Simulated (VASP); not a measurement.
# Sn (I4_1/amd) in VASP: single point with PBE

Aim: the single point of Sn with PBE.

Program: VASP 6.6.1. These are calculated values, not measurements. Logs are shortened: lines on timing, memory, paths and dates and some standing lists are left out, and cuts for length are marked.

### 1 The cell of the first run

It takes space group I4_1/amd (No. 141, tetragonal). The conventional cell has a = 5.839 Å, b = 5.839 Å, c = 3.188 Å, α = 90.00°, β = 90.00°, γ = 90.00°. Within 4.0 Å of Sn (site symmetry -4m2) lie 10 Sn at 3.03 to 3.77 Å.

### 2 Single point, PBE

Input file INCAR:

```
PREC = Accurate ; ENCUT = 500
EDIFF = 1E-6 ; ISMEAR = -1
SIGMA = 0.1 ; LREAL = F
LASPH = T ; NELM = 120
ALGO = Normal ; ISIF = 2
LWAVE = F ; LCHARG = T
GGA = PE ; LELF = T
LVHAR = T ; NBANDS = 21
GGA_COMPAT = F
```

Input file KPOINTS:

```
regular mesh
0
Gamma
  11 11 11
```

Input file POSCAR:

```
Sn
1.0
   -2.9196440000      2.9196440000      1.5938000000
    2.9196440000     -2.9196440000      1.5938000000
    2.9196440000      2.9196440000     -1.5938000000
Sn
2
Direct
    0.0000000000      1.0000000000      0.0000000000
    0.7500000000      0.2500000000      0.5000000000
```

Potentials or basis: VASP PAW PBE potentials, release 64 (Sn_d).

Started as:

```
$ cat potpaw_PBE.64/Sn_d/POTCAR > POTCAR
$ mpirun -np 1 vasp_std > vasp.out
```

OUTCAR:

```text
PREC = Accurate
   ENCUT = 500
   EDIFF = 1E-6
   ISMEAR = -1
   LREAL = F
   LASPH = T
   NELM = 120
   ISIF = 2
   GGA = PE

 ion  position               nearest neighbor table
   1  0.000  0.000  0.000-   2 3.03   2 3.03   2 3.03   2 3.03
   2  0.750  0.250  0.500-   1 3.03   1 3.03   1 3.03   1 3.03

  LATTYP: Found a body centered tetragonal cell.
 ALAT       =     5.8392880000
 C/A-ratio  =     0.5458884713

  Lattice vectors:

 A1 = (  -2.9196440000,   2.9196440000,   1.5938000000)
 A2 = (   2.9196440000,  -2.9196440000,   1.5938000000)
 A3 = (   2.9196440000,   2.9196440000,  -1.5938000000)

Analysis of symmetry for initial positions (statically):
=====================================================================
 Subroutine PRICEL returns:
 Original cell was already a primitive cell.

 Routine SETGRP: Setting up the symmetry group for a
 body centered tetragonal supercell.

 Subroutine GETGRP returns: Found 16 space group operations
 (whereof  8 operations were pure point group operations)
 out of a pool of 16 trial point group operations.

The static configuration has the point symmetry D_2d.
 The point group associated with its full space group is D_4h.

Analysis of symmetry for dynamics (positions and initial velocities):
=====================================================================
 Subroutine PRICEL returns:
 Original cell was already a primitive cell.

 Routine SETGRP: Setting up the symmetry group for a
 body centered tetragonal supercell.

 Subroutine GETGRP returns: Found 16 space group operations
 (whereof  8 operations were pure point group operations)
 out of a pool of 16 trial point group operations.

The dynamic configuration has the point symmetry D_2d.
 The point group associated with its full space group is D_4h.

 Subroutine INISYM returns: Found 16 space group operations
 (whereof  8 operations are pure point group operations),
 and found     1 'primitive' translations

----------------------------------------------------------------------------------------

                                     Primitive cell

  volume of cell :      54.3443

  direct lattice vectors                    reciprocal lattice vectors
    -2.919644000  2.919644000  1.593800000     0.000000000  0.171253756  0.313715648
     2.919644000 -2.919644000  1.593800000     0.171253756  0.000000000  0.313715648
     2.919644000  2.919644000 -1.593800000     0.171253756  0.171253756  0.000000000

  length of vectors
     4.425928221  4.425928221  4.425928221     0.357414824  0.357414824  0.242189384

  position of ions in fractional coordinates (direct lattice)
     0.000000000  0.000000000  0.000000000
     0.750000000  0.250000000  0.500000000

  ion indices of the primitive-cell ions
   primitive index   ion index
                 1           1
                 2           2

----------------------------------------------------------------------------------------

 KPOINTS: regular mesh

Automatic generation of k-mesh.
 Grid dimensions read from file:
 generate k-points for:   11   11   11

 Generating k-lattice:

  Cartesian coordinates                     Fractional coordinates (reciprocal lattice)
     0.000000000  0.015568523  0.028519604     0.090909091  0.000000000 -0.000000000
     0.015568523  0.000000000  0.028519604     0.000000000  0.090909091 -0.000000000
     0.015568523  0.015568523  0.000000000     0.000000000  0.000000000  0.090909091

  Length of vectors
     0.032492257  0.032492257  0.022017217

  Shift w.r.t. Gamma in fractional coordinates (k-lattice)
     0.000000000  0.000000000  0.000000000

 Subroutine IBZKPT returns following result:
 ===========================================

 Found    126 irreducible k-points:

 Following reciprocal coordinates:
            Coordinates               Weight
  0.000000  0.000000  0.000000      1.000000
  0.090909  0.000000  0.000000      8.000000
  0.181818  0.000000  0.000000      8.000000
  0.272727  0.000000 -0.000000      8.000000
  0.363636  0.000000 -0.000000      8.000000
  0.454545  0.000000 -0.000000      8.000000
[... 16 lines left out ...]
 -0.272727  0.181818  0.000000     16.000000
 -0.181818  0.181818  0.000000      4.000000
 [... further k-points ...]
   k-points           NKPTS =    126   k-points in BZ     NKDIM =    126   number of bands    NBANDS=     21
   number of dos      NEDOS =    301   number of ions     NIONS =      2
   total plane-waves  NPLWV =  32768
   dimension x,y,z NGX =    32 NGY =   32 NGZ =   32
   dimension x,y,z NGXF=    64 NGYF=   64 NGZF=   64
   ions per type =               2
   NGX,Y,Z   is equivalent  to a cutoff of  12.02, 12.02, 12.02 a.u.
   NGXF,Y,Z  is equivalent  to a cutoff of  24.04, 24.04, 24.04 a.u.
 SYSTEM =  unknown system
   PREC   = accura    normal or accurate (medium, high low for compatibility)
   ISTART =      0    job   : 0-new  1-cont  2-samecut
   ICHARG =      2    charge: 1-file 2-atom 10-const
   ISPIN  =      1    spin polarized calculation?
   LNONCOLLINEAR =      F non collinear calculations
   LSORBIT =      F    spin-orbit coupling
   LASPH  =      T    aspherical Exc in radial PAW
   ENCUT  =  500.0 eV  36.75 Ry    6.06 a.u.   8.07  8.07  8.07*2*pi/ulx,y,z
   NELM   =    120;   NELMIN=  2; NELMDL= -5     # of ELM steps
   EDIFF  = 0.1E-05   stopping-criterion for ELM
   LREAL  =      F    real-space projection
   EDIFFG = 0.1E-04   stopping-criterion for IOM
   NSW    =      0    number of steps for IOM
   IBRION =     -1    ionic relax: 0-MD 1-quasi-New 2-CG
   NFREE  =      0    steps in history (QN), initial steepest desc. (CG)
   ISIF   =      2    stress and relaxation
   ISYM   =      2    0-nonsym 1-usesym 2-fastsym
   POTIM  = 0.5000    time-step for ionic-motion
   TEBEG  =    0.0;   TEEND  =   0.0 temperature during run
   PSTRESS=    0.0 pullay stress
   NELECT =      28.0000    total number of electrons
   NUPDOWN=      -1.0000    fix difference up-down
   EMIN   =  10.00;   EMAX   =-10.00  energy-range for DOS
   EFERMI =   0.00;   METHOD = LEGACY
   ISMEAR =    -1;   SIGMA  =   0.10  broadening in eV -4-tet -1-fermi 0-gaus
   EFERMI_NEDOS =   21; number of points for ismear=-14 and -15
   IALGO  =     38    algorithm
   IMIX   =      4    mixing-type and parameters
     AMIX     =   0.40;   BMIX     =  1.00
     AMIX_MAG =   1.60;   BMIX_MAG =  1.00
  volume/ion in A,a.u.               =      27.17       183.37
  Fermi-wavevector in a.u.,A,eV,Ry     =   1.312430  2.480134 23.435678  1.722474
  Thomas-Fermi vector in A             =   2.442823
   LORBIT       =      0    0 simple, 1 ext, 2 COOP (PROOUT), +10 PAW based schemes
   GGA     = PE    functional components
   LHFCALC =     F    Hartree Fock is set to
   AEXX    =    0.0000 exact exchange contribution
   IVDW    =     0    specifies the selected vdW correction
   LEPSILON=     F    determine dielectric tensor
   LRPA    =     F    only Hartree local field effects (RPA)
 non-spin polarized calculation
  energy-cutoff  :      500.00
  volume of cell :       54.34
 maximum number of plane-waves:      1399
   NGX = 17   NGY = 17   NGZ = 17

 number of electron      27.9999983 magnetization

 Free energy of the ion-electron system (eV)
  ---------------------------------------------------
  ext. energy  EPLUGINS =         0.00000000
  ---------------------------------------------------
  free energy    TOTEN  =        -7.61158944 eV

  energy without entropy =       -7.58011043  energy(sigma->0) =       -7.59584994

 E-fermi :   7.9558     XC(G=0): -10.2993

 val. band max:        7.9315368002   @ k =  -0.4545   0.0909   0.0000
 cond. band min:       7.9593095782   @ k =   0.4545   0.2727   0.0909
 fundamental gap:      0.0277727781
 Fermi energy:         7.9557672488

 k-point     1 :       0.0000    0.0000    0.0000
  band No.  band energies     occupation
      1     -13.6972      2.00000
      2     -13.6102      2.00000
      3     -13.5709      2.00000
      4     -13.5555      2.00000
      5     -13.4098      2.00000
      6     -13.4098      2.00000
[... 13 lines left out ...]
     20      17.8286      0.00000
     21      18.4866      0.00000

 k-point     2 :       0.0909    0.0000    0.0000
  band No.  band energies     occupation
      1     -13.6920      2.00000
      2     -13.5941      2.00000
      3     -13.5650      2.00000
      4     -13.5368      2.00000
      5     -13.4212      2.00000
      6     -13.4190      2.00000
[... 13 lines left out ...]
     20      17.1906      0.00000
     21      17.2768      0.00000

 k-point     3 :       0.1818    0.0000    0.0000
  band No.  band energies     occupation
      1     -13.6769      2.00000
      2     -13.5546      2.00000
      3     -13.5490      2.00000
      4     -13.4977      2.00000
      5     -13.4452      2.00000
      6     -13.4243      2.00000
[... 13 lines left out ...]
     20      15.8568      0.00000
     21      16.3826      0.00000

 k-point     4 :       0.2727    0.0000   -0.0000
  band No.  band energies     occupation
      1     -13.6562      2.00000
      2     -13.5297      2.00000
      3     -13.5205      2.00000
      4     -13.4889      2.00000
      5     -13.4698      2.00000
      6     -13.4286      2.00000
[... 13 lines left out ...]
     20      14.9533      0.00000
     21      16.8135      0.00000

 k-point     5 :       0.3636    0.0000   -0.0000
  band No.  band energies     occupation
      1     -13.6373      2.00000
      2     -13.5242      2.00000
      3     -13.5198      2.00000
      4     -13.5029      2.00000
      5     -13.4756      2.00000
      6     -13.4457      2.00000
[... 13 lines left out ...]
     20      15.0615      0.00000
     21      17.8133      0.00000
[... 382 lines left out ...]
     20      16.2792      0.00000
     21      16.8134      0.00000

 k-point    22 :      -0.3636    0.1818    0.0000
  band No.  band energies     occupation
      1     -13.6351      2.00000
      2     -13.5656      2.00000
      3     -13.5367      2.00000
      4     -13.5114      2.00000
      5     -13.4543      2.00000
      6     -13.4177      2.00000
[... 13 lines left out ...]
     20      16.4420      0.00000
     21      17.4713      0.00000

 k-point    23 :      -0.2727    0.1818    0.0000
  band No.  band energies     occupation
      1     -13.6544      2.00000
      2     -13.6008      2.00000
      3     -13.5621      2.00000
      4     -13.5329      2.00000
      5     -13.4358      2.00000
      6     -13.4008      2.00000
[... 13 lines left out ...]
     20      17.8504      0.00000
     21      18.4311      0.00000

 k-point    24 :      -0.1818    0.1818    0.0000
  band No.  band energies     occupation
      1     -13.6704      2.00000
      2     -13.6146      2.00000
      3     -13.5716      2.00000
      4     -13.5484      2.00000
      5     -13.4235      2.00000
      6     -13.3961      2.00000
[... 13 lines left out ...]
     20      18.0465      0.00000
     21      18.1990      0.00000

 [... further k-points ...]

------------------------ aborting loop because EDIFF is reached ----------------------------------------

  FORCE on cell =-STRESS in cart. coord.  units (eV):
  Direction    XX          YY          ZZ          XY          YZ          ZX
  --------------------------------------------------------------------------------------
  -------------------------------------------------------------------------------------
  Total        0.9606244      0.9606244      0.5200695      0.0000000      0.0000000      0.0000000
  in kB       28.3211296     28.3211296     15.3326897      0.0000000      0.0000000      0.0000000
  external PRESSURE =      23.9916497 kB  Pullay stress =       0.0000000 kB

 VOLUME and BASIS-vectors are now :
 -----------------------------------------------------------------------------
  energy-cutoff  :      500.00
  volume of cell :       54.34
      direct lattice vectors                 reciprocal lattice vectors
    -2.919644000  2.919644000  1.593800000     0.000000000  0.171253756  0.313715648
     2.919644000 -2.919644000  1.593800000     0.171253756  0.000000000  0.313715648
     2.919644000  2.919644000 -1.593800000     0.171253756  0.171253756  0.000000000

 POSITION                                       TOTAL-FORCE (eV/Angst)
 -----------------------------------------------------------------------------------
      0.00000      0.00000      0.00000        -0.000000      0.000000     -0.000000
      0.00000      2.91964      0.79690         0.000000     -0.000000      0.000000
 -----------------------------------------------------------------------------------
    total drift:                                0.000000     -0.000000      0.000000

  FREE ENERGIE OF THE ION-ELECTRON SYSTEM (eV)
  ---------------------------------------------------
  free  energy   TOTEN  =        -7.6115894414 eV

  energy  without entropy=       -7.5801104288  energy(sigma->0) =       -7.59584994
```

Run time: 1.9 min. Hardware: 1 thread of Intel Xeon 8259CL, shared host; peak memory 0.25 GiB.

What came out:

```
Free energy            : -7.6116 eV
Pressure               : 2.4 GPa
Band gap on the k mesh : zero (bands 14 and 15 overlap by 3.84 eV)
```

Stress tensor (GPa, compression positive):
```
2.83 0.00 0.00
0.00 2.83 0.00
0.00 0.00 1.53
```

Levels at points of the mesh, in eV from the Fermi level:
| k point | band 12 | band 13 | band 14 | band 15 | band 16 | band 17 |
| --- | --- | --- | --- | --- | --- | --- |
| (0.00, 0.00, 0.00) | -3.61 | -1.96 | -1.96 | 2.99 | 6.24 | 6.24 |

Caveat: spin-orbit coupling is left out, which moves the levels of the heavy elements.

The gap in the log of VASP goes by the Fermi energy; the results here count the filled bands.